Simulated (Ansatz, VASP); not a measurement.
**One calculation of ZrS2, two programs**

```
Zr S
1.0
     3.69138    0.00000    0.00000
    -1.84569    3.19683    0.00000
     0.00000    0.00000    6.04108
Zr S
1 2
Direct
  0.00000 0.00000 0.00000
  0.66667 0.33333 0.76209
  0.33333 0.66667 0.23791
```

Alike in both runs: task single point; functional PBE; k mesh 6 × 6 × 4; no spin polarisation.

|  | VASP | Ansatz |
| --- | --- | --- |
| version | VASP 6.6.1 | Ansatz 0.2.0 |
| potentials or method | VASP PAW PBE potentials, release 64 (Zr_sv, S), cutoff 500 eV | scalar-relativistic, plane waves, PAW |
| occupations | methfessel-paxton of order 1, width 0.1 eV | methfessel-paxton of order 1 |
| valence electrons in the cell | 24 | 24 |

VASP gave:

| Item | Value |
| --- | --- |
| gap on the k mesh at the Fermi level (eV) | 1.08 |
| least direct gap on the mesh (eV) | 1.64 |
| pressure (GPa) | 0.5 |
| traceless stress, the component that is largest in VASP (GPa) | 0.62 |
| rms of the force components (eV/Å) | 0.021 |

Task: Which values does Ansatz return?

Result: gap on the k mesh at the Fermi level (eV): 1.07; least direct gap on the mesh (eV): 1.63; pressure (GPa): 0.5; traceless stress, the component that is largest in VASP (GPa): 0.61; rms of the force components (eV/Å): 0.018.

Atom by atom the forces differ by 0.003 eV/Å (rms over components).
